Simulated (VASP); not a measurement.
Here is a VASP 6.6.1 calculation.

The input INCAR:

```
SYSTEM = MoS
PREC = Accurate
ENCUT = 520
EDIFF = 1E-6
ISMEAR = 0
SIGMA = 0.05
LREAL = .FALSE.
LASPH = .TRUE.
NELM = 150
ALGO = Normal
ISIF = 2
LWAVE = .FALSE.
LCHARG = .FALSE.
ISPIN = 2
MAGMOM = 0.05 0
LORBIT = 11
LMAXMIX = 4
GGA = PS
NBANDS = 21
```

KPOINTS

```
regular mesh
0
G
  10 10 10
  0 0 0
```

File POSCAR:

```
MoS
1.0
    3.0583272874      0.0000000000      0.0000000000
    0.0000000000      2.9692497936      0.0000000000
    0.0000000000      0.0000000000      2.9692497936
Mo S
1 1
Direct
    0.0000000000      0.0000000000      0.0000000000
    0.5000000000      0.5000000000      0.5000000000
```

Potentials or basis: VASP PAW PBE potentials, release 64 (Mo_sv, S).

Command:

```sh
$ cat potpaw_PBE.64/Mo_sv/POTCAR potpaw_PBE.64/S/POTCAR > POTCAR
$ mpirun -np 1 vasp_std > vasp.out
```

Q: Estimate the band gap on the k mesh.

A: Zero (filled and empty bands overlap).

Q: What does it give for the pressure?

A: -6.1 GPa.

Stress tensor (GPa, compression positive):
```
-12.32   0.00   0.00
  0.00  -2.94   0.00
  0.00   0.00  -2.94
```

Caveat: the PAW data sets were made with another functional, which shifts forces and pressure a little.
